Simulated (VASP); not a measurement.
# Ni (Fm-3m) in VASP: relaxation of cell and atoms with r2SCAN

Aim: the relaxation of cell and atoms of Ni with r2SCAN.

Everything below comes from runs of VASP 6.6.1. Logs are shortened: lines on timing, memory, paths and dates and some standing lists are left out, and cuts for length are marked.

## 1. The cell of the first run

The structure is cubic, space group Fm-3m (No. 225). The conventional cell has a = 3.476 Å, b = 3.476 Å, c = 3.476 Å, α = 90.00°, β = 90.00°, γ = 90.00°. Within 3.2 Å of Ni (site symmetry m-3m) lie 12 Ni at 2.46 Å.

## 2. Relaxation of cell and atoms, r2SCAN, collinear spin, ferromagnetic start

POSCAR reads:

```
Ni
1.0
    0.0000000000      1.7378148000      1.7378148000
    1.7378148000      0.0000000000      1.7378148000
    1.7378148000      1.7378148000      0.0000000000
Ni
1
Direct
    0.0000000000      0.0000000000      0.0000000000
```

INCAR.step1 reads:

```
  PREC = Accurate
  ENCUT = 600
  ISMEAR = 0
  SIGMA = 0.1
  LREAL = F
  LASPH = T
  NELM = 150
  ISPIN = 2
  MAGMOM = 0.88
  LMAXMIX = 4
  GGA = PE
  ALGO = Normal
  EDIFF = 1E-4
  LWAVE = T
  LCHARG = F
```

INCAR.step2 reads:

```
  PREC = Accurate
  ENCUT = 600
  EDIFF = 1E-7
  ISMEAR = 0
  SIGMA = 0.1
  LREAL = F
  LASPH = T
  NELM = 150
  ALGO = Normal
  ISIF = 3
  LWAVE = F
  LCHARG = F
  ISPIN = 2
  MAGMOM = 0.88
  LORBIT = 11
  LMAXMIX = 4
  METAGGA = R2SCAN
  LMIXTAU = T
  IBRION = 2
  NSW = 100
  EDIFFG = -0.005
  ISTART = 1
```

KPOINTS reads:

```
Automatic mesh
0
Gamma
  20 20 20
```

Potentials or basis: VASP PAW PBE potentials, release 64 (Ni).

Started as:

```
$ cat potpaw_PBE.64/Ni/POTCAR > POTCAR
$ cp INCAR.step1 INCAR
$ mpirun -np 1 vasp_std > vasp.out
$ cp INCAR.step2 INCAR
$ mpirun -np 1 vasp_std > vasp.out
```

OUTCAR:

```text
PREC = Accurate
   ENCUT = 600
   EDIFF = 1E-7
   ISMEAR = 0
   LREAL = F
   LASPH = T
   NELM = 150
   ISIF = 3
   ISPIN = 2
   LORBIT = 11
   METAGGA = R2SCAN
   IBRION = 2
   NSW = 100
   EDIFFG = -0.005
   ISTART = 1

 ion  position               nearest neighbor table
   1  0.000  0.000  0.000-

  LATTYP: Found a face centered cubic cell.
 ALAT       =     3.4756296000

  Lattice vectors:

 A1 = (   0.0000000000,   1.7378148000,   1.7378148000)
 A2 = (   1.7378148000,   0.0000000000,   1.7378148000)
 A3 = (   1.7378148000,   1.7378148000,   0.0000000000)

Analysis of symmetry for initial positions (statically):
=====================================================================
 Subroutine PRICEL returns:
 Original cell was already a primitive cell.

 Routine SETGRP: Setting up the symmetry group for a
 face centered cubic supercell.

 Subroutine GETGRP returns: Found 48 space group operations
 (whereof 48 operations were pure point group operations)
 out of a pool of 48 trial point group operations.

The static configuration has the point symmetry O_h .

Analysis of symmetry for dynamics (positions and initial velocities):
=====================================================================
 Subroutine PRICEL returns:
 Original cell was already a primitive cell.

 Routine SETGRP: Setting up the symmetry group for a
 face centered cubic supercell.

 Subroutine GETGRP returns: Found 48 space group operations
 (whereof 48 operations were pure point group operations)
 out of a pool of 48 trial point group operations.

The dynamic configuration has the point symmetry O_h .

Analysis of structural, dynamic, and magnetic symmetry:
=====================================================================
 Subroutine PRICEL returns:
 Original cell was already a primitive cell.

 Routine SETGRP: Setting up the symmetry group for a
 face centered cubic supercell.

 Subroutine GETGRP returns: Found 48 space group operations
 (whereof 48 operations were pure point group operations)
 out of a pool of 48 trial point group operations.

The overall configuration has the point symmetry O_h .

 Subroutine INISYM returns: Found 48 space group operations
 (whereof 48 operations are pure point group operations),
 and found     1 'primitive' translations

----------------------------------------------------------------------------------------

                                     Primitive cell

  volume of cell :      10.4964

  direct lattice vectors                    reciprocal lattice vectors
     0.000000000  1.737814800  1.737814800    -0.287717656  0.287717656  0.287717656
     1.737814800  0.000000000  1.737814800     0.287717656 -0.287717656  0.287717656
     1.737814800  1.737814800  0.000000000     0.287717656  0.287717656 -0.287717656

  length of vectors
     2.457641259  2.457641259  2.457641259     0.498341598  0.498341598  0.498341598

  position of ions in fractional coordinates (direct lattice)
     0.000000000  0.000000000  0.000000000

  ion indices of the primitive-cell ions
   primitive index   ion index
                 1           1

----------------------------------------------------------------------------------------

 KPOINTS: Automatic mesh

Automatic generation of k-mesh.
 Grid dimensions read from file:
 generate k-points for:   20   20   20

 Generating k-lattice:

  Cartesian coordinates                     Fractional coordinates (reciprocal lattice)
    -0.014385883  0.014385883  0.014385883     0.050000000  0.000000000  0.000000000
     0.014385883 -0.014385883  0.014385883     0.000000000  0.050000000  0.000000000
     0.014385883  0.014385883 -0.014385883     0.000000000  0.000000000  0.050000000

  Length of vectors
     0.024917080  0.024917080  0.024917080

  Shift w.r.t. Gamma in fractional coordinates (k-lattice)
     0.000000000  0.000000000  0.000000000

 Subroutine IBZKPT returns following result:
 ===========================================

 Found    256 irreducible k-points:

 Following reciprocal coordinates:
            Coordinates               Weight
  0.000000  0.000000  0.000000      1.000000
  0.050000  0.000000  0.000000      8.000000
  0.100000  0.000000  0.000000      8.000000
  0.150000  0.000000  0.000000      8.000000
  0.200000  0.000000  0.000000      8.000000
  0.250000  0.000000  0.000000      8.000000
[... 16 lines left out ...]
 -0.400000  0.050000  0.000000     24.000000
 -0.350000  0.050000  0.000000     24.000000
 [... further k-points ...]
   k-points           NKPTS =    256   k-points in BZ     NKDIM =    256   number of bands    NBANDS=      9
   number of dos      NEDOS =    301   number of ions     NIONS =      1
   total plane-waves  NPLWV =   8000
   dimension x,y,z NGX =    20 NGY =   20 NGZ =   20
   dimension x,y,z NGXF=    40 NGYF=   40 NGZF=   40
   ions per type =               1
   NGX,Y,Z   is equivalent  to a cutoff of  13.53, 13.53, 13.53 a.u.
   NGXF,Y,Z  is equivalent  to a cutoff of  27.06, 27.06, 27.06 a.u.
 SYSTEM =  unknown system
   PREC   = accura    normal or accurate (medium, high low for compatibility)
   ISTART =      1    job   : 0-new  1-cont  2-samecut
   ICHARG =      0    charge: 1-file 2-atom 10-const
   ISPIN  =      2    spin polarized calculation?
   LNONCOLLINEAR =      F non collinear calculations
   LSORBIT =      F    spin-orbit coupling
   LASPH  =      T    aspherical Exc in radial PAW
   ENCUT  =  600.0 eV  44.10 Ry    6.64 a.u.   4.91  4.91  4.91*2*pi/ulx,y,z
   NELM   =    150;   NELMIN=  2; NELMDL=  0     # of ELM steps
   EDIFF  = 0.1E-06   stopping-criterion for ELM
   LREAL  =      F    real-space projection
   EDIFFG = -.5E-02   stopping-criterion for IOM
   NSW    =    100    number of steps for IOM
   IBRION =      2    ionic relax: 0-MD 1-quasi-New 2-CG
   NFREE  =      1    steps in history (QN), initial steepest desc. (CG)
   ISIF   =      3    stress and relaxation
   ISYM   =      2    0-nonsym 1-usesym 2-fastsym
   POTIM  = 0.5000    time-step for ionic-motion
   TEBEG  =    0.0;   TEEND  =   0.0 temperature during run
   PSTRESS=    0.0 pullay stress
   NELECT =      10.0000    total number of electrons
   NUPDOWN=      -1.0000    fix difference up-down
   EMIN   =  10.00;   EMAX   =-10.00  energy-range for DOS
   EFERMI =   0.00;   METHOD = LEGACY
   ISMEAR =     0;   SIGMA  =   0.10  broadening in eV -4-tet -1-fermi 0-gaus
   EFERMI_NEDOS =   21; number of points for ismear=-14 and -15
   IALGO  =     38    algorithm
   IMIX   =      4    mixing-type and parameters
     AMIX     =   0.40;   BMIX     =  1.00
     AMIX_MAG =   1.60;   BMIX_MAG =  1.00
  volume/ion in A,a.u.               =      10.50        70.83
  Fermi-wavevector in a.u.,A,eV,Ry     =   1.610873  3.044109 35.305925  2.594912
  Thomas-Fermi vector in A             =   2.706354
   LORBIT       =     11    0 simple, 1 ext, 2 COOP (PROOUT), +10 PAW based schemes
   METAGGA = R2SCAN    functional components
   LHFCALC =     F    Hartree Fock is set to
   AEXX    =    0.0000 exact exchange contribution
   IVDW    =     0    specifies the selected vdW correction
   LEPSILON=     F    determine dielectric tensor
   LRPA    =     F    only Hartree local field effects (RPA)
 conjugate gradient relaxation of ions
 spin polarized calculation
 Gauss-broadening in eV      SIGMA  =   0.10
  energy-cutoff  :      600.00
  volume of cell :       10.50
 maximum number of plane-waves:       360
   NGX =  9   NGY =  9   NGZ =  9

--------------------------------------- Ionic step        1  -------------------------------------------

 number of electron       9.9999999 magnetization       0.7223721

 Free energy of the ion-electron system (eV)
  ---------------------------------------------------
  ext. energy  EPLUGINS =         0.00000000
  ---------------------------------------------------
  free energy    TOTEN  =       -11.94601550 eV

  energy without entropy =      -11.93903630  energy(sigma->0) =      -11.94252590

------------------------ aborting loop because EDIFF is reached ----------------------------------------

  FORCE on cell =-STRESS in cart. coord.  units (eV):
  Direction    XX          YY          ZZ          XY          YZ          ZX
  --------------------------------------------------------------------------------------
  -------------------------------------------------------------------------------------
  Total        0.0394964      0.0394964      0.0394964      0.0000000      0.0000000      0.0000000
  in kB        6.0287516      6.0287516      6.0287516      0.0000000      0.0000000      0.0000000
  external PRESSURE =       6.0287516 kB  Pullay stress =       0.0000000 kB
[... 55 lines left out ...]
  energy  without entropy=      -11.9390692772  energy(sigma->0) =      -11.94255093

--------------------------------------- Ionic step        3  -------------------------------------------

 number of electron      10.0000001 magnetization       0.7249537

 Free energy of the ion-electron system (eV)
  ---------------------------------------------------
  ext. energy  EPLUGINS =         0.00000000
  ---------------------------------------------------
  free energy    TOTEN  =       -11.94608077 eV

  energy without entropy =      -11.93910968  energy(sigma->0) =      -11.94259523

 E-fermi :   9.7878     XC(G=0): -14.6116

 val. band max:        9.7874668645   @ k =  -0.4000   0.1000   0.0000
 cond. band min:       9.7882162380   @ k =  -0.4000   0.0500   0.0000
 fundamental gap:      0.0007493735
 Fermi energy:         9.7878011072

 spin component 1

 k-point     1 :       0.0000    0.0000    0.0000
  band No.  band energies     occupation
      1       0.1433      1.00000
      2       6.7587      1.00000
      3       6.7587      1.00000
      4       6.7587      1.00000
      5       8.1023      1.00000
      6       8.1023      1.00000
      7      34.6145      0.00000
      8      39.0293      0.00000
      9      39.0294      0.00000
[... 265 lines left out ...]
 k-point    24 :      -0.3500    0.0500    0.0000
  band No.  band energies     occupation
      1       4.0503      1.00000
      2       6.8971      1.00000
      3       6.9581      1.00000
      4       7.1921      1.00000
      5       8.3977      1.00000
      6       8.7931      1.00000
      7      19.3597      0.00000
      8      32.5522      0.00000
      9      35.1992      0.00000

 [... further k-points ...]

 spin component 2

 k-point     1 :       0.0000    0.0000    0.0000
  band No.  band energies     occupation
      1      -0.1085      1.00000
      2       8.0877      1.00000
      3       8.0877      1.00000
      4       8.0877      1.00000
      5       8.8564      1.00000
      6       8.8564      1.00000
      7      34.3605      0.00000
      8      39.1389      0.00000
      9      39.1390      0.00000
[... 304 lines left out ...]
  FREE ENERGIE OF THE ION-ELECTRON SYSTEM (eV)
  ---------------------------------------------------
  free  energy   TOTEN  =       -11.9460807666 eV

  energy  without entropy=      -11.9391096843  energy(sigma->0) =      -11.94259523

 reached required accuracy - stopping structural energy minimisation

 total charge

# of ion       s       p       d       tot
------------------------------------------
    1        0.529   0.549   8.328   9.405

 magnetization (x)

# of ion       s       p       d       tot
------------------------------------------
    1       -0.010  -0.043   0.796   0.744
```

Run time: 6.6 min. Hardware: 1 thread of Intel Xeon Platinum 8488C (Sapphire Rapids), shared host; peak memory 0.18 GiB.

Results:

- Free energy: -11.9461 eV
- Relaxed volume: 10.53 Å³/atom
- Relaxed cell: a = 2.460 Å, b = 2.460 Å, c = 2.460 Å, α = 60.00°, β = 60.00°, γ = 60.00°
- Space group after relaxing (to 0.1 Å): Fm-3m (No. 225)
- Energy gained by relaxing: 0.1 meV/atom
- Ionic steps: 3
- Pressure after relaxing: -0.1 GPa
- Net moment: 0.72 μB per cell
- Site moments: Ni +0.74 μB
- Valence electrons inside the program's atomic spheres: Ni 9.40

Final structure:
```xyz
1
Lattice="0.0000 1.7397 1.7397 1.7397 0.0000 1.7397 1.7397 1.7397 0.0000" Properties=species:S:1:pos:R:3 pbc="T T T"
Ni    0.0000    0.0000    0.0000
```

Caveat: the PAW data sets were made with another functional, which shifts forces and pressure a little.
